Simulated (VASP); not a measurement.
# Se (Im-3m) in VASP: a series of runs, part 2 of 2

VASP 6.6.1. The steps go on from the part before.

**3. Single point, PBEsol**

This run uses another cell than the first one, of 19.13 Å³/atom, 1.034 times its volume.

File INCAR:

```
SYSTEM = Se
PREC     = Accurate       ! precision mode
ENCUT    = 500            ! plane-wave cutoff, eV
EDIFF    = 1E-6           ! SCF threshold, eV
ISMEAR   = -1             ! smearing method
SIGMA    = 0.05           ! smearing width, eV
LREAL    = .FALSE.        ! projectors in reciprocal space
LASPH    = .TRUE.         ! aspherical terms in the spheres
NELM     = 120            ! most SCF steps
ALGO     = Normal         ! electronic algorithm
ISIF     = 2              ! what is computed and relaxed
LWAVE    = .FALSE.        ! write WAVECAR
LCHARG   = .FALSE.        ! write CHGCAR
GGA      = PS             ! functional
NBANDS   = 9              ! bands
GGA_COMPAT= .FALSE.
```

File KPOINTS:

```
Automatic mesh
0
G
  10 10 10
  0 0 0
```

File POSCAR:

```
Se
1.0
   -1.6847518845      1.6847518845      1.6847518845
    1.6847518845     -1.6847518845      1.6847518845
    1.6847518845      1.6847518845     -1.6847518845
Se
1
Direct
    0.0000000000      0.0000000000      0.0000000000
```

Potentials or basis: VASP PAW PBE potentials, release 64 (Se).

On the command line:

```sh
cat potpaw_PBE.64/Se/POTCAR > POTCAR
mpirun -np 1 vasp_std > vasp.out
```

OUTCAR:

```text
SYSTEM = Se
   PREC = Accurate
   ENCUT = 500
   EDIFF = 1E-6
   ISMEAR = -1
   LREAL = .FALSE.
   LASPH = .TRUE.
   NELM = 120
   ISIF = 2
   GGA = PS

 ion  position               nearest neighbor table
   1  0.000  0.000  0.000-

  LATTYP: Found a body centered cubic cell.
 ALAT       =     3.3695037690

  Lattice vectors:

 A1 = (  -1.6847518845,   1.6847518845,   1.6847518845)
 A2 = (   1.6847518845,  -1.6847518845,   1.6847518845)
[... 467 lines left out ...]
      9      24.6728      0.00000

 [... further k-points ...]

------------------------ aborting loop because EDIFF is reached ----------------------------------------

  FORCE on cell =-STRESS in cart. coord.  units (eV):
  Direction    XX          YY          ZZ          XY          YZ          ZX
  --------------------------------------------------------------------------------------
  -------------------------------------------------------------------------------------
  Total        0.0497989      0.0497989      0.0497989      0.0000000      0.0000000     -0.0000000
  in kB        4.1712160      4.1712160      4.1712160      0.0000000      0.0000000     -0.0000000
  external PRESSURE =       4.1712160 kB  Pullay stress =       0.0000000 kB

 VOLUME and BASIS-vectors are now :
 -----------------------------------------------------------------------------
  energy-cutoff  :      500.00
  volume of cell :       19.13
      direct lattice vectors                 reciprocal lattice vectors
    -1.684751885  1.684751885  1.684751885     0.000000000  0.296779606  0.296779606
     1.684751885 -1.684751885  1.684751885     0.296779606  0.000000000  0.296779606
     1.684751885  1.684751885 -1.684751885     0.296779606  0.296779606  0.000000000

 POSITION                                       TOTAL-FORCE (eV/Angst)
 -----------------------------------------------------------------------------------
      0.00000      0.00000      0.00000        -0.000000      0.000000     -0.000000
 -----------------------------------------------------------------------------------
    total drift:                                0.000000      0.000000     -0.000000

  FREE ENERGIE OF THE ION-ELECTRON SYSTEM (eV)
  ---------------------------------------------------
  free  energy   TOTEN  =        -3.3701666512 eV

  energy  without entropy=       -3.3597348522  energy(sigma->0) =       -3.36495075
```

OSZICAR:

```text
N       E                     dE             d eps       ncg     rms          rms(c)
DAV:   1     0.794631781497E+01    0.79463E+01   -0.28443E+03   870   0.547E+02
DAV:   2    -0.314157592670E+01   -0.11088E+02   -0.10913E+02  1168   0.756E+01
DAV:   3    -0.337246629114E+01   -0.23089E+00   -0.22882E+00   969   0.953E+00
DAV:   4    -0.337283298126E+01   -0.36669E-03   -0.36668E-03  1160   0.431E-01
DAV:   5    -0.337283319451E+01   -0.21326E-06   -0.21256E-06   989   0.959E-03    0.349E+00
DAV:   6    -0.337067561859E+01    0.21576E-02   -0.28391E-03   986   0.270E-01    0.207E+00
DAV:   7    -0.337018313792E+01    0.49248E-03   -0.46480E-03   928   0.351E-01    0.764E-02
DAV:   8    -0.337016655301E+01    0.16585E-04   -0.13224E-04   932   0.671E-02    0.801E-03
DAV:   9    -0.337016665125E+01   -0.98240E-07   -0.10111E-06  1055   0.846E-03
   1 F= -.33701667E+01 E0= -.33649508E+01  d E =-.104318E-01
```

stdout:

```text
POSCAR found type information on POSCAR Se
 POSCAR found :  1 types and       1 ions
 scaLAPACK will be used
 -----------------------------------------------------------------------------
|                                                                             |
|                                                                             |
|     You enforced a specific xc type in the INCAR file but a different       |
|     I HOPE YOU KNOW WHAT YOU ARE DOING!                                     |
|                                                                             |
 -----------------------------------------------------------------------------

 LDA part: xc-table for (Slater+PW92), standard interpolation
 POSCAR, INCAR and KPOINTS ok, starting setup
 FFT: planning ... GRIDC
 FFT: planning ... GRID_SOFT
 FFT: planning ... GRID
 WAVECAR not read
 entering main loop
```

Wall time 5.2 s (1 thread of Intel Xeon Platinum 8559C (Emerald Rapids), shared host); peak memory 0.13 GiB.

What came out:

```yaml
Free_energy: -3.3702 eV
Pressure: 0.4 GPa
Band_gap_on_the_k_mesh: zero (band 3 reaches 9.45 eV, above the bottom of band 4 at 2.69 eV)
```

Caveat: the PAW data sets were made with another functional, which shifts forces and pressure a little.

**4. Single point, PBEsol**

This run uses another cell than the first one, of 19.20 Å³/atom, 1.037 times its volume.

File INCAR:

```
ALGO = Normal
EDIFF = 1E-6
ENCUT = 500
GGA = PS
GGA_COMPAT = F
ISIF = 2
ISMEAR = -1
LASPH = T
LCHARG = F
LREAL = F
LWAVE = F
NBANDS = 9
NELM = 120
PREC = Accurate
SIGMA = 0.05
```

File KPOINTS:

```
k-points
0
Gamma
  10 10 10
```

File POSCAR:

```
Se
1.0
   -1.6868003311      1.6868003311      1.6868003311
    1.6868003311     -1.6868003311      1.6868003311
    1.6868003311      1.6868003311     -1.6868003311
Se
1
Direct
    0.0000000000      0.0000000000      0.0000000000
```

On the command line:

```sh
cat potpaw_PBE.64/Se/POTCAR > POTCAR
mpirun -np 1 vasp_std > vasp.out
```

Wall time 4.6 s (1 thread of Intel Xeon Platinum 8559C (Emerald Rapids), shared host); peak memory 0.13 GiB.

Results (log left out):

- Free energy: -3.3703 eV
- Pressure: 0.1 GPa
- Band gap on the k mesh: zero (band 3 reaches 9.38 eV, above the bottom of band 4 at 2.66 eV)

Levels at points of the mesh, in eV from the Fermi level:
```csv
k point,band 1,band 2,band 3,band 4,band 5,band 6
"(0.00, 0.00, 0.00)",-16.55,3.39,3.39,3.39,11.92,12.64
"(0.50, 0.00, 0.00)",-12.75,-7.03,0.18,2.41,7.00,8.35
"(0.50, 0.50, 0.50)",-10.09,-3.34,-3.34,-3.34,3.85,3.85
```

Caveat: the PAW data sets were made with another functional, which shifts forces and pressure a little.

**5. Summary**

```tsv
cell	gap on the mesh (eV)	pressure (GPa)
a = 2.886 Å, angles 109.5°, 1 atom	none	3.6
a = 2.918 Å, angles 109.5°, 1 atom	none	0.4
a = 2.922 Å, angles 109.5°, 1 atom	none	0.1
```

Alike in all rows: task single point; level PBEsol; potentials or basis VASP PAW PBE potentials, release 64 (Se); no spin polarisation; k mesh 10 × 10 × 10; cutoff (eV) 500; smearing fermi-dirac 0.05 eV.

Caveats: the PAW data sets were made with another functional, which shifts forces and pressure a little.

Absolute energies hang on the potentials; compare differences alone.
